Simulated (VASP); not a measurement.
# Bi (R-3m) in VASP: single point with PBE

Aim: the single point of Bi with PBE.

Everything below comes from runs of VASP 6.6.1. Logs are shortened: lines on timing, memory, paths and dates and some standing lists are left out, and cuts for length are marked.

## 1. The cell of the first run

Symmetry: R-3m, No. 166, trigonal system. The conventional cell has a = 4.580 Å, b = 4.580 Å, c = 12.194 Å, α = 90.00°, β = 90.00°, γ = 120.00°. Bi (site symmetry 3m) has 6 Bi at 3.11 to 3.59 Å within 4.1 Å.

## 2. Single point, PBE

INCAR reads:

```
SYSTEM = Bi
ALGO     = Normal         ! electronic algorithm
EDIFF    = 1E-6           ! SCF threshold, eV
ENCUT    = 520            ! plane-wave cutoff, eV
GGA      = PE             ! functional
ISIF     = 2              ! what is computed and relaxed
ISMEAR   = -1             ! smearing method
LASPH    = .TRUE.         ! aspherical terms in the spheres
LCHARG   = .FALSE.        ! write CHGCAR
LREAL    = .FALSE.        ! projectors in reciprocal space
LWAVE    = .FALSE.        ! write WAVECAR
NBANDS   = 22             ! bands
NELM     = 80             ! most SCF steps
PREC     = Accurate       ! precision mode
SIGMA    = 0.05           ! smearing width, eV
```

KPOINTS reads:

```
k-points
0
G
  14 14 14
  0 0 0
```

POSCAR reads:

```
Bi
1.0
    2.2900499566      1.3221609589      4.0645566060
   -2.2900499566      1.3221609589      4.0645566060
    0.0000000000     -2.6443219177      4.0645566060
Bi
2
Direct
    0.7664330943      0.7664330943      0.7664330943
    0.2335669057      0.2335669057      0.2335669057
```

Potentials or basis: VASP PAW PBE potentials, release 64 (Bi_d).

Launch:

```
> cat potpaw_PBE.64/Bi_d/POTCAR > POTCAR
> mpirun -np 1 vasp_std > vasp.out
```

OUTCAR:

```text
SYSTEM = Bi
   EDIFF = 1E-6
   ENCUT = 520
   GGA = PE
   ISIF = 2
   ISMEAR = -1
   LASPH = .TRUE.
   LREAL = .FALSE.
   NELM = 80
   PREC = Accurate

 ion  position               nearest neighbor table
   1  0.766  0.766  0.766-   2 3.11   2 3.11   2 3.11   2 3.59   2 3.59   2 3.59
   2  0.234  0.234  0.234-   1 3.11   1 3.11   1 3.11   1 3.59   1 3.59   1 3.59

  LATTYP: Found a trigonal (rhomboedric) cell.
 ALAT       =     4.8490265836
 COS(alpha) =     0.5539220272

  Lattice vectors:

 A1 = (   2.2900499566,   1.3221609589,   4.0645566060)
 A2 = (  -2.2900499566,   1.3221609589,   4.0645566060)
 A3 = (   0.0000000000,  -2.6443219177,   4.0645566060)

Analysis of symmetry for initial positions (statically):
=====================================================================
 Subroutine PRICEL returns:
 Original cell was already a primitive cell.

 Routine SETGRP: Setting up the symmetry group for a
 trigonal (rhombohedral) supercell.

 Subroutine GETGRP returns: Found 12 space group operations
 (whereof 12 operations were pure point group operations)
 out of a pool of 12 trial point group operations.

The static configuration has the point symmetry D_3d.

Analysis of symmetry for dynamics (positions and initial velocities):
=====================================================================
 Subroutine PRICEL returns:
 Original cell was already a primitive cell.

 Routine SETGRP: Setting up the symmetry group for a
 trigonal (rhombohedral) supercell.

 Subroutine GETGRP returns: Found 12 space group operations
 (whereof 12 operations were pure point group operations)
 out of a pool of 12 trial point group operations.

The dynamic configuration has the point symmetry D_3d.

 Subroutine INISYM returns: Found 12 space group operations
 (whereof 12 operations are pure point group operations),
 and found     1 'primitive' translations

----------------------------------------------------------------------------------------

                                     Primitive cell

  volume of cell :      73.8403

  direct lattice vectors                    reciprocal lattice vectors
     2.290049957  1.322160959  4.064556606     0.218335848  0.126056261  0.082009765
    -2.290049957  1.322160959  4.064556606    -0.218335848  0.126056261  0.082009765
     0.000000000 -2.644321918  4.064556606     0.000000000 -0.252112522  0.082009765

  length of vectors
[... 73 lines left out ...]
   PREC   = accura    normal or accurate (medium, high low for compatibility)
   ISTART =      0    job   : 0-new  1-cont  2-samecut
   ICHARG =      2    charge: 1-file 2-atom 10-const
   ISPIN  =      1    spin polarized calculation?
   LNONCOLLINEAR =      F non collinear calculations
   LSORBIT =      F    spin-orbit coupling
   LASPH  =      T    aspherical Exc in radial PAW
   ENCUT  =  520.0 eV  38.22 Ry    6.18 a.u.   9.02  9.02  9.02*2*pi/ulx,y,z
   NELM   =     80;   NELMIN=  2; NELMDL= -5     # of ELM steps
   EDIFF  = 0.1E-05   stopping-criterion for ELM
   LREAL  =      F    real-space projection
   EDIFFG = 0.1E-04   stopping-criterion for IOM
   NSW    =      0    number of steps for IOM
   IBRION =     -1    ionic relax: 0-MD 1-quasi-New 2-CG
   NFREE  =      0    steps in history (QN), initial steepest desc. (CG)
   ISIF   =      2    stress and relaxation
   ISYM   =      2    0-nonsym 1-usesym 2-fastsym
   POTIM  = 0.5000    time-step for ionic-motion
   TEBEG  =    0.0;   TEEND  =   0.0 temperature during run
   PSTRESS=    0.0 pullay stress
   NELECT =      30.0000    total number of electrons
   NUPDOWN=      -1.0000    fix difference up-down
   EMIN   =  10.00;   EMAX   =-10.00  energy-range for DOS
   EFERMI =   0.00;   METHOD = LEGACY
   ISMEAR =    -1;   SIGMA  =   0.05  broadening in eV -4-tet -1-fermi 0-gaus
   EFERMI_NEDOS =   21; number of points for ismear=-14 and -15
   IALGO  =     38    algorithm
   IMIX   =      4    mixing-type and parameters
     AMIX     =   0.40;   BMIX     =  1.00
     AMIX_MAG =   1.60;   BMIX_MAG =  1.00
  volume/ion in A,a.u.               =      36.92       249.15
  Fermi-wavevector in a.u.,A,eV,Ry     =   1.212506  2.291305 20.002899  1.470172
  Thomas-Fermi vector in A             =   2.347988
   LORBIT       =      0    0 simple, 1 ext, 2 COOP (PROOUT), +10 PAW based schemes
   GGA     = PE    functional components
[... 5 lines left out ...]
 non-spin polarized calculation
  energy-cutoff  :      520.00
  volume of cell :       73.84
 maximum number of plane-waves:      2019
   NGX = 19   NGY = 19   NGZ = 19

 number of electron      29.9999994 magnetization

 Free energy of the ion-electron system (eV)
  ---------------------------------------------------
  ext. energy  EPLUGINS =         0.00000000
  ---------------------------------------------------
  free energy    TOTEN  =        -7.77355572 eV

  energy without entropy =       -7.77178834  energy(sigma->0) =       -7.77267203

 E-fermi :   5.8304     XC(G=0):  -9.3054

 val. band max:        5.8282495926   @ k =  -0.4286   0.5000   0.4286
 cond. band min:       5.9691994871   @ k =   0.5000   0.0714   0.0714
 fundamental gap:      0.1409498945
 Fermi energy:         5.8304423974

 k-point     1 :       0.0000    0.0000    0.0000
  band No.  band energies     occupation
      1     -17.0515      2.00000
      2     -17.0515      2.00000
      3     -16.9190      2.00000
      4     -16.9190      2.00000
      5     -16.9061      2.00000
      6     -16.7593      2.00000
[... 589 lines left out ...]
     21      13.2086      0.00000
     22      13.9939      0.00000

 [... further k-points ...]

------------------------ aborting loop because EDIFF is reached ----------------------------------------

  FORCE on cell =-STRESS in cart. coord.  units (eV):
  Direction    XX          YY          ZZ          XY          YZ          ZX
  --------------------------------------------------------------------------------------
  -------------------------------------------------------------------------------------
  Total       -0.0172919     -0.0172919     -0.0173951      0.0000000     -0.0000000      0.0000000
  in kB       -0.3751977     -0.3751977     -0.3774364      0.0000000     -0.0000000      0.0000000
  external PRESSURE =      -0.3759439 kB  Pullay stress =       0.0000000 kB

 VOLUME and BASIS-vectors are now :
 -----------------------------------------------------------------------------
  energy-cutoff  :      520.00
  volume of cell :       73.84
      direct lattice vectors                 reciprocal lattice vectors
     2.290049957  1.322160959  4.064556606     0.218335848  0.126056261  0.082009765
    -2.290049957  1.322160959  4.064556606    -0.218335848  0.126056261  0.082009765
     0.000000000 -2.644321918  4.064556606     0.000000000 -0.252112522  0.082009765

 POSITION                                       TOTAL-FORCE (eV/Angst)
 -----------------------------------------------------------------------------------
      0.00000      0.00000      9.34563         0.000000     -0.000000     -0.005048
      0.00000      0.00000      2.84804         0.000000      0.000000      0.005048
 -----------------------------------------------------------------------------------
    total drift:                                0.000000     -0.000000      0.000000

  FREE ENERGIE OF THE ION-ELECTRON SYSTEM (eV)
  ---------------------------------------------------
  free  energy   TOTEN  =        -7.7735557187 eV

  energy  without entropy=       -7.7717883435  energy(sigma->0) =       -7.77267203
```

OSZICAR:

```text
N       E                     dE             d eps       ncg     rms          rms(c)
DAV:   1     0.305930807397E+03    0.30593E+03   -0.16193E+04 12692   0.161E+03
DAV:   2     0.180862051241E+02   -0.28784E+03   -0.28082E+03 12840   0.430E+02
DAV:   3    -0.688355676361E+01   -0.24970E+02   -0.24698E+02 15484   0.142E+02
DAV:   4    -0.773806928462E+01   -0.85451E+00   -0.85414E+00 15658   0.290E+01
DAV:   5    -0.777439674238E+01   -0.36327E-01   -0.36327E-01 18274   0.535E+00    0.104E+00
DAV:   6    -0.777280731532E+01    0.15894E-02   -0.16731E-02 16732   0.135E+00    0.637E-01
DAV:   7    -0.777332050819E+01   -0.51319E-03   -0.12163E-02 15390   0.122E+00    0.108E-01
DAV:   8    -0.777353048860E+01   -0.20998E-03   -0.16244E-03 14994   0.440E-01    0.239E-02
DAV:   9    -0.777355615141E+01   -0.25663E-04   -0.67188E-05 18622   0.617E-02    0.112E-02
DAV:  10    -0.777355571874E+01    0.43267E-06   -0.80472E-06 12382   0.250E-02
   1 F= -.77735557E+01 E0= -.77726720E+01  d E =-.176738E-02
```

stdout:

```text
POSCAR found type information on POSCAR Bi
 POSCAR found :  1 types and       2 ions
 scaLAPACK will be used
 LDA part: xc-table for (Slater+PW92), standard interpolation
 POSCAR, INCAR and KPOINTS ok, starting setup
 FFT: planning ... GRIDC
 FFT: planning ... GRID_SOFT
 FFT: planning ... GRID
 WAVECAR not read
 entering main loop
```

Run time: 7.8 min. Hardware: 1 thread of Intel Xeon 8259CL, shared host; peak memory 0.47 GiB.

What came out:

- Free energy: -7.7736 eV
- Pressure: 0.0 GPa
- Largest force: 0.005 eV/Å
- Band gap on the k mesh: zero (bands 15 and 16 overlap by 0.23 eV)

Forces in eV/Å, atoms in the order of the input:
```
Bi   0.000  0.000 -0.005
Bi   0.000  0.000  0.005
```

Levels at points of the mesh, in eV from the Fermi level:
```tsv
k point	band 11	band 12	band 13	band 14	band 15	band 16	band 17	band 18	band 19	band 20
(0.00, 0.00, 0.00)	-12.83	-7.67	-1.52	-1.11	-1.11	2.37	2.82	2.82	5.59	5.84
(0.50, 0.00, 0.00)	-11.04	-10.39	-1.43	-1.17	-0.33	-0.23	0.50	1.07	7.25	8.13
(0.50, 0.50, 0.00)	-11.15	-9.49	-4.44	-2.90	-2.70	2.39	4.63	5.24	6.29	8.96
(0.50, 0.50, 0.50)	-11.75	-9.81	-0.90	-0.55	-0.55	0.74	0.77	0.77	6.78	8.87
```

Caveat: spin-orbit coupling is left out, which moves the levels of the heavy elements.

The gap in the log of VASP goes by the Fermi energy; the results here count the filled bands.